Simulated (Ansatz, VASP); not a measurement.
## One calculation of La, two programs

```
La
1.0
     3.63174    0.00000    0.00000
    -1.81587    3.14518    0.00000
     0.00000    0.00000    6.07613
La
2
Cartesian
  0.0000 2.0968 1.5190
  1.8159 1.0484 4.5571
```

Change from the starting cell: x and y stretched by -4 %, z held.

Alike in both runs: task single point; functional PBE; k mesh 12 × 12 × 7; occupations fermi-dirac, width 0.05 eV; no spin polarisation.

```csv
,VASP,Ansatz
version,VASP 6.6.1,Ansatz 0.2.0
potentials or method,"VASP PAW PBE potentials, release 64 (La), cutoff 520 eV","all-electron LAPW, scalar-relativistic"
```

```tsv
	VASP	Ansatz	Ansatz less VASP
pressure (GPa)	2.3	2.2	-0.07
traceless stress, the component that is largest in VASP (GPa)	-0.63	-0.63	-0.003
```

Ansatz ran all-electron here, and VASP with PAW potentials.

Neither program's run includes spin-orbit coupling.
